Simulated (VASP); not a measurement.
Ti, 3 atoms in the cell. The structure is hexagonal, space group P6/mmm (No. 191). The conventional cell has a = 4.488 Å, b = 4.488 Å, c = 2.731 Å, α = 90.00°, β = 90.00°, γ = 120.00°. Within 3.6 Å of Ti (site symmetry 6/mmm) lie 14 Ti at 2.73 to 2.93 Å. Ti (site symmetry -6m2) has 11 Ti at 2.59 to 2.93 Å within 3.4 Å. 

| Item | Value |
| --- | --- |
| Program | VASP 6.6.1 |
| Task | single point |
| Functional | PBEsol |
| Potentials or basis | VASP PAW PBE potentials, release 64 (Ti_sv) |
| Cutoff | 520 eV |
| k mesh | 12 × 12 × 14 |
| Occupations | gaussian, width 0.15 eV |
| Spin | no spin polarisation |
| Dipole correction | no |
| Further INCAR settings | ALGO = Fast; EDIFF = 1e-06; NBANDS = 25 |

Potentials or basis: VASP PAW PBE potentials, release 64 (Ti_sv).

Run with:

```sh
$ cat potpaw_PBE.64/Ti_sv/POTCAR > POTCAR
$ mpirun -np 1 vasp_std > vasp.out
```

Hardware: 1 thread of Intel(R) Xeon(R) Platinum 8488C (Sapphire Rapids), on a shared host.

Q: Estimate the wall time of this run.

A: Run time: 7.8 min on 1 thread of Intel(R) Xeon(R) Platinum 8488C (Sapphire Rapids) (shared host), peak memory 0.26 GiB. Counts: scf iterations 46, k points 152.
